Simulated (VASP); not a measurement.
Crystal: Mo.

```
CELL_PARAMETERS angstrom
-1.56240 1.56240 1.56240
1.56240 -1.56240 1.56240
1.56240 1.56240 -1.56240
ATOMIC_POSITIONS crystal
Mo 0.00000 0.00000 0.00000
```

Base run:

| Property | Result |
| --- | --- |
| Program | VASP 6.6.1 |
| Functional | LDA |
| Potentials or basis | VASP PAW LDA potentials, release 64 (Mo_sv) |
| Cutoff | 520 eV |
| k mesh | 12 × 12 × 12 |
| Occupations | fermi-dirac, width 0.05 eV |
| Spin | no spin polarisation |

Its results: band gap on the k mesh zero (band 7 reaches 17.01 eV, above the bottom of band 8 at 11.44 eV); pressure -2.6 GPa.

The run is repeated on the same cell with these changes: functional from LDA to PBEsol; potentials or basis from VASP PAW LDA potentials, release 64 (Mo_sv) to VASP PAW PBE potentials, release 64 (Mo_sv). What comes out?

Band gap on the k mesh zero (band 7 reaches 17.01 eV, above the bottom of band 8 at 11.45 eV); pressure 1.7 GPa.

Caveats: the PAW data sets were made with another functional, which shifts forces and pressure a little (some runs).
